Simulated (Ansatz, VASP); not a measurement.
NaZr4: VASP beside Ansatz

```
Na Zr
1.0
     5.00261    0.00000    0.00000
     0.00000    5.00261    0.00000
     0.00000    0.00000    5.00261
Na Zr
1 4
Direct
  0.00000 0.00000 0.00000
  0.50000 0.00000 0.00000
  0.00000 0.50000 0.00000
  0.00000 0.00000 0.50000
  0.50000 0.50000 0.50000
```

Alike in both runs: functional PBE; k mesh 4 × 4 × 4; occupations gaussian, width 0.1 eV; no spin polarisation.

Ansatz relaxed the structure, and its values are those at the end. VASP's run is a single point on that final structure, the one shown.

```csv
,VASP,Ansatz
version,VASP 6.6.1,Ansatz 0.2.0
potentials or method,"VASP PAW PBE potentials, release 64 (Na_pv, Zr_sv), cutoff 520 eV","scalar-relativistic, plane waves, PAW"
valence electrons in the cell,55,57
```

|  | VASP | Ansatz | Ansatz less VASP |
| --- | --- | --- | --- |
| gap on the k mesh at the Fermi level (eV) | none | none | - |
| pressure (GPa) | 0.2 | 0.1 | -0.09 |

A gap of «none» marks a metal or a gap that the smearing closes. VASP's potentials hold 55 valence electrons a cell and Ansatz's 57, so a difference there can come from the potentials and not from the codes.
